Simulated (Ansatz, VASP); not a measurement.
# Nb5O: VASP beside Ansatz

```xyz
6
Lattice="4.6972 0.0000 0.0000 -2.3486 4.0679 0.0000 0.0000 0.0000 5.3137" Properties=species:S:1:pos:R:3 pbc="T T T"
Nb    0.0000    2.7119    1.3677
Nb    0.0000    2.7119    3.9460
Nb    2.3486    1.3560    3.9460
Nb    2.3486    1.3560    1.3677
Nb    0.0000    0.0000    2.6569
O     0.0000    0.0000    0.0000
```

Alike in both runs: functional PBE; k mesh 12 × 12 × 8; occupations gaussian, width 0.1 eV; no spin polarisation.

Ansatz relaxed the structure, and its values are those at the end. VASP's run is a single point on that final structure, the one shown.

|  | VASP | Ansatz |
| --- | --- | --- |
| version | VASP 6.6.1 | Ansatz 0.2.0 |
| potentials or method | VASP PAW PBE potentials, release 64 (Nb_sv, O), cutoff 520 eV | scalar-relativistic, plane waves, PAW |
| valence electrons in the cell | 71 | 71 |

```tsv
	VASP	Ansatz	Ansatz less VASP
gap on the k mesh at the Fermi level (eV)	none	none	-
pressure (GPa)	-0.4	0.0	+0.41
rms of the force components (eV/Å)	0.006	0.002	-0.0042
```

A gap of «none» marks a metal or a gap that the smearing closes.
